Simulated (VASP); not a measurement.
Runs of VASP 6.6.1 on Be. The structure is that of space group Fm-3m (No. 225), or close to it. The cells are those of the table. 

| task | cell | k mesh | cutoff (eV) | gap on the mesh (eV) | pressure (GPa) |
| --- | --- | --- | --- | --- | --- |
| single point | a = 2.251 Å, angles 60.0°, 1 atom | 17 × 17 × 17 | 520 | none | (a) |
| single point | a = 2.189 Å, angles 60.0°, 1 atom | 19 × 19 × 19 | 520 | none | 11.1 |
| single point | a = 2.309 Å, angles 60.0°, 1 atom | 19 × 19 × 19 | 520 | none | -7.8 |
| single point | a = 2.280 Å, angles 60.0°, 1 atom | 19 × 19 × 19 | 520 | none | -4.2 |
| relaxation of cell and atoms | relaxed from a = 2.255 Å, angles 60.0°, 1 atom | 17 × 17 × 17 | 600 | none | -0.1 |

Alike in all rows: level revPBE; potentials or basis VASP PAW PBE potentials, release 64 (Be); no spin polarisation; smearing fermi-dirac 0.1 eV.

Question: Estimate the missing entries.

Answer: (a) 0.0.

Caveats: the PAW data sets were made with another functional, which shifts forces and pressure a little.

A gap of «none» marks levels without a gap at the run's occupations.
